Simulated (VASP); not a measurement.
Write the native input for VASP 6.6.1 that does the following.

* Task: single point
* Functional: revPBE
* Potentials or basis: VASP PAW PBE potentials, release 64 (Ru_pv)
* Cutoff: 520 eV
* k mesh: 11 × 11 × 11
* Occupations: fermi-dirac, width 0.1 eV
* Spin: no spin polarisation
* Dipole correction: no
* Further INCAR settings: ALGO = Normal; EDIFF = 1e-07; NBANDS = 21

The structure of Ru lies in POSCAR:

```
Ru
1.0
    0.0000000000      2.7752037560      2.7752037560
    2.7752037560      0.0000000000      2.7752037560
    2.7752037560      2.7752037560      0.0000000000
Ru
2
Direct
    0.1250000000      0.1250000000      0.1250000000
    0.8750000000      0.8750000000      0.8750000000
```

This cell differs from its parent crystal: volume scaled by 1.04.

These files were run (other wordings do the same):

INCAR

```
PREC     = Accurate       # precision mode
ENCUT    = 520            # plane-wave cutoff, eV
EDIFF    = 1E-7           # SCF threshold, eV
ISMEAR   = -1             # smearing method
SIGMA    = 0.1            # smearing width, eV
LREAL    = False          # projectors in reciprocal space
LASPH    = True           # aspherical terms in the spheres
NELM     = 80             # most SCF steps
ALGO     = Normal         # electronic algorithm
ISIF     = 2              # what is computed and relaxed
LWAVE    = False          # write WAVECAR
LCHARG   = True           # write CHGCAR
GGA      = RE             # functional
LELF     = True           # ELF
LVHAR    = True         
NBANDS   = 21             # bands
```

KPOINTS

```
Automatic mesh
0
Gamma
  11 11 11
```

Potentials or basis: VASP PAW PBE potentials, release 64 (Ru_pv).

The run is started by

```console
$ cat potpaw_PBE.64/Ru_pv/POTCAR > POTCAR
$ mpirun -np 1 vasp_std > vasp.out
```

Results of the run:

```yaml
Pressure: -5.3 GPa
Band_gap_on_the_k_mesh: zero (band 14 reaches 6.78 eV, above the bottom of band 15 at 5.99 eV)
```

Caveat: the PAW data sets were made with another functional, which shifts forces and pressure a little.

It took 26 s on 1 thread of Intel(R) Xeon(R) 6975P-C (Granite Rapids), on a shared host, peak memory 0.18 GiB.
